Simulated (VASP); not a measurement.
# Ag (Fm-3m) in VASP: single point with revPBE+D3(BJ)

Aim: the single point of Ag with revPBE+D3(BJ).

All numbers are computed with VASP 6.6.1; they aren't measurements. Logs are shortened: lines on timing, memory, paths and dates and some standing lists are left out, and cuts for length are marked.

## Step 1: The cell of the first run

The structure is cubic, space group Fm-3m (No. 225). Conventional cell: a = 4.060 Å, b = 4.060 Å, c = 4.060 Å, α = 90.00°, β = 90.00°, γ = 90.00°. Within 3.8 Å of Ag (site symmetry m-3m) lie 12 Ag at 2.87 Å.

## Step 2: Single point, revPBE+D3(BJ)

INCAR reads:

```
SYSTEM = Ag
  PREC = Accurate
  ENCUT = 500
  EDIFF = 1E-6
  ISMEAR = 0
  SIGMA = 0.1
  LREAL = .FALSE.
  LASPH = .TRUE.
  NELM = 120
  ALGO = Normal
  ISIF = 2
  LWAVE = .FALSE.
  LCHARG = .FALSE.
  GGA = RE
  IVDW = 12
  NBANDS = 12
  GGA_COMPAT = .FALSE.
```

KPOINTS reads:

```
regular mesh
0
G
  8 8 8
  0 0 0
```

POSCAR reads:

```
Ag
1.0
    0.0000000000      2.0300000000      2.0300000000
    2.0300000000      0.0000000000      2.0300000000
    2.0300000000      2.0300000000      0.0000000000
Ag
1
Direct
    0.0000000000      0.0000000000      0.0000000000
```

Potentials or basis: VASP PAW PBE potentials, release 64 (Ag).

Run with:

```bash
$ cat potpaw_PBE.64/Ag/POTCAR > POTCAR
$ mpirun -np 1 vasp_std > vasp.out
```

OUTCAR:

```text
SYSTEM = Ag
   PREC = Accurate
   ENCUT = 500
   EDIFF = 1E-6
   ISMEAR = 0
   LREAL = .FALSE.
   LASPH = .TRUE.
   NELM = 120
   ISIF = 2
   GGA = RE
   IVDW = 12
 IVDW          = 12

 ion  position               nearest neighbor table
   1  0.000  0.000  0.000-

  LATTYP: Found a face centered cubic cell.
 ALAT       =     4.0600000000

  Lattice vectors:

 A1 = (   0.0000000000,   2.0300000000,   2.0300000000)
 A2 = (   2.0300000000,   0.0000000000,   2.0300000000)
 A3 = (   2.0300000000,   2.0300000000,   0.0000000000)

Analysis of symmetry for initial positions (statically):
=====================================================================
 Subroutine PRICEL returns:
 Original cell was already a primitive cell.

 Routine SETGRP: Setting up the symmetry group for a
 face centered cubic supercell.

 Subroutine GETGRP returns: Found 48 space group operations
 (whereof 48 operations were pure point group operations)
 out of a pool of 48 trial point group operations.

The static configuration has the point symmetry O_h .

Analysis of symmetry for dynamics (positions and initial velocities):
=====================================================================
 Subroutine PRICEL returns:
 Original cell was already a primitive cell.

 Routine SETGRP: Setting up the symmetry group for a
 face centered cubic supercell.

 Subroutine GETGRP returns: Found 48 space group operations
 (whereof 48 operations were pure point group operations)
 out of a pool of 48 trial point group operations.

The dynamic configuration has the point symmetry O_h .

 Subroutine INISYM returns: Found 48 space group operations
 (whereof 48 operations are pure point group operations),
 and found     1 'primitive' translations

----------------------------------------------------------------------------------------

                                     Primitive cell

  volume of cell :      16.7309

  direct lattice vectors                    reciprocal lattice vectors
     0.000000000  2.030000000  2.030000000    -0.246305419  0.246305419  0.246305419
     2.030000000  0.000000000  2.030000000     0.246305419 -0.246305419  0.246305419
     2.030000000  2.030000000  0.000000000     0.246305419  0.246305419 -0.246305419

  length of vectors
     2.870853532  2.870853532  2.870853532     0.426613499  0.426613499  0.426613499

  position of ions in fractional coordinates (direct lattice)
     0.000000000  0.000000000  0.000000000

  ion indices of the primitive-cell ions
   primitive index   ion index
                 1           1

----------------------------------------------------------------------------------------
[... 83 lines left out ...]
   EMIN   =  10.00;   EMAX   =-10.00  energy-range for DOS
   EFERMI =   0.00;   METHOD = LEGACY
   ISMEAR =     0;   SIGMA  =   0.10  broadening in eV -4-tet -1-fermi 0-gaus
   EFERMI_NEDOS =   21; number of points for ismear=-14 and -15
   IALGO  =     38    algorithm
   IMIX   =      4    mixing-type and parameters
     AMIX     =   0.40;   BMIX     =  1.00
     AMIX_MAG =   1.60;   BMIX_MAG =  1.00
  volume/ion in A,a.u.               =      16.73       112.91
  Fermi-wavevector in a.u.,A,eV,Ry     =   1.423529  2.690080 27.571324  2.026435
  Thomas-Fermi vector in A             =   2.544117
   LORBIT       =      0    0 simple, 1 ext, 2 COOP (PROOUT), +10 PAW based schemes
   GGA     = RE    functional components
   LHFCALC =     F    Hartree Fock is set to
   AEXX    =    0.0000 exact exchange contribution
   IVDW    =    12    specifies the selected vdW correction
   LEPSILON=     F    determine dielectric tensor
   LRPA    =     F    only Hartree local field effects (RPA)
 non-spin polarized calculation
 Gauss-broadening in eV      SIGMA  =   0.10
  energy-cutoff  :      500.00
  volume of cell :       16.73
 maximum number of plane-waves:       444
 NGX is ok and might be reduce to    24
   NGX = 11   NGY = 11   NGZ = 11

 number of electron      11.0000000 magnetization

 Free energy of the ion-electron system (eV)
  ---------------------------------------------------
  ext. energy  EPLUGINS =         0.00000000
  ---------------------------------------------------
  free energy    TOTEN  =        -2.21916840 eV

  energy without entropy =       -2.21613441  energy(sigma->0) =       -2.21765140

 E-fermi :   8.6228     XC(G=0): -12.2280

 val. band max:        8.5482418852   @ k =   0.5000   0.2500   0.1250
 cond. band min:       9.0440587322   @ k =   0.5000   0.3750   0.1250
 fundamental gap:      0.4958168471
 Fermi energy:         8.6228079335

 k-point     1 :       0.0000    0.0000    0.0000
  band No.  band energies     occupation
      1       0.9128      2.00000
      2       3.9149      2.00000
      3       3.9149      2.00000
      4       3.9149      2.00000
      5       4.9803      2.00000
      6       4.9803      2.00000
      7      24.8515      0.00000
      8      28.5692      0.00000
      9      28.5692      0.00000
     10      28.5692      0.00000
     11      33.3691      0.00000
     12      34.6854      0.00000
[... 331 lines left out ...]
 k-point    24 :      -0.3750    0.2500    0.1250
  band No.  band energies     occupation
      1       2.9577      2.00000
      2       3.4454      2.00000
      3       4.3558      2.00000
      4       4.5319      2.00000
      5       5.7221      2.00000
      6      11.1165      0.00000
      7      12.8687      0.00000
      8      21.4192      0.00000
      9      21.5106      0.00000
     10      27.4636      0.00000
     11      32.2955      0.00000
     12      36.3432      0.00000

 [... further k-points ...]

------------------------ aborting loop because EDIFF is reached ----------------------------------------

 Edisp (eV)   -1.14860

 E8    (eV) :    -0.8053

  FORCE on cell =-STRESS in cart. coord.  units (eV):
  Direction    XX          YY          ZZ          XY          YZ          ZX
  --------------------------------------------------------------------------------------
  -------------------------------------------------------------------------------------
  Total      -0.08790    -0.08790    -0.08790     0.00000     0.00000    -0.00000
  in kB      -8.41699    -8.41699    -8.41699     0.00000     0.00000    -0.00000
  external pressure =       -8.42 kB  Pullay stress =        0.00 kB

 VOLUME and BASIS-vectors are now :
 -----------------------------------------------------------------------------
  energy-cutoff  :      500.00
  volume of cell :       16.73
      direct lattice vectors                 reciprocal lattice vectors
     0.000000000  2.030000000  2.030000000    -0.246305419  0.246305419  0.246305419
     2.030000000  0.000000000  2.030000000     0.246305419 -0.246305419  0.246305419
     2.030000000  2.030000000  0.000000000     0.246305419  0.246305419 -0.246305419

 POSITION                                       TOTAL-FORCE (eV/Angst)
 -----------------------------------------------------------------------------------
      0.00000      0.00000      0.00000         0.000000      0.000000      0.000000
 -----------------------------------------------------------------------------------
    total drift:                               -0.000000      0.000000      0.000000

  FREE ENERGIE OF THE ION-ELECTRON SYSTEM (eV)
  ---------------------------------------------------
  free  energy   TOTEN  =        -3.3677683986 eV

  energy  without entropy=       -3.3647344011  energy(sigma->0) =       -3.36625140
```

Wall time 3.2 s (1 thread of Intel Xeon 6975P-C (Granite Rapids), shared host); peak memory 0.14 GiB.

Results:

* Free energy: -3.3678 eV
* Pressure: -0.8 GPa
* Dispersion energy per atom: -1.149 eV

Caveat: the PAW data sets were made with another functional, which shifts forces and pressure a little; pairwise dispersion overbinds metals, which lowers pressure and volume.
